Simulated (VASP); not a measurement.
## Si: single point with PBE

The system is Si.

```
Si
1.0
     3.85128    0.00000    0.00000
    -1.92564    3.33531    0.00000
     0.00000    0.00000    6.36502
Si
4
Direct
  0.29439 0.66667 0.11006
  0.66667 0.33333 0.56293
  0.33333 0.66667 0.43707
  0.66667 0.33333 0.93707
```

This cell differs from its parent crystal: atom 1 (Si) moved by (-0.150, +0.300) A along x and z.

* Program: VASP 6.6.1
* Task: single point
* Functional: PBE
* Potentials or basis: VASP PAW PBE potentials, release 64 (Si)
* Cutoff: 500 eV
* k mesh: 12 × 12 × 6
* Occupations: gaussian, width 0.05 eV
* Spin: no spin polarisation

The pressure is 2.2 GPa and the largest force is 5.874 eV/Å. The band gap on the k mesh is zero (bands 8 and 9 overlap by 0.59 eV).

Forces on the atoms (eV/Å):
```
Si   0.779  0.194 -5.819
Si   0.053  0.001  0.412
Si   0.148 -0.005  3.795
Si  -0.980 -0.189  1.613
```

Stress tensor (GPa, compression positive):
```
-2.08  0.99  2.39
 0.99 -2.38  0.28
 2.39  0.28 11.10
```

Levels at points of the mesh, in eV from the Fermi level:
| k point | band 6 | band 7 | band 8 | band 9 | band 10 | band 11 |
| --- | --- | --- | --- | --- | --- | --- |
| (0.00, 0.00, 0.00) | -1.56 | -0.11 | 0.51 | 0.71 | 1.18 | 1.47 |
| (0.50, 0.00, 0.00) | -3.88 | -3.44 | -1.16 | 0.13 | 2.04 | 2.14 |
| (0.00, 0.50, 0.00) | -3.76 | -3.45 | -1.25 | 0.05 | 1.93 | 1.97 |
| (0.50, 0.50, 0.00) | -3.62 | -3.50 | -1.41 | 0.01 | 1.76 | 1.96 |
| (0.00, 0.00, 0.50) | -1.69 | -0.92 | -0.24 | 1.03 | 2.08 | 2.16 |
| (0.50, 0.00, 0.50) | -3.16 | -2.79 | -1.93 | -0.04 | 0.48 | 1.09 |
| (0.00, 0.50, 0.50) | -3.17 | -2.82 | -1.96 | 0.02 | 0.51 | 1.11 |
| (0.50, 0.50, 0.50) | -3.19 | -2.85 | -2.18 | 0.07 | 0.56 | 1.16 |

Wall time 2.9 min on 1 thread of Intel(R) Xeon(R) 6975P-C (Granite Rapids) (shared host), peak memory 0.47 GiB.

Caveat: the cell differs from its parent crystal (atom 1 (Si) moved by (-0.150, +0.300) A along x and z); semilocal functionals underestimate gaps, so a narrow gap can read as zero; forces of over 1 eV/Å act on the atoms, so gaps and moduli don't describe the material at rest.
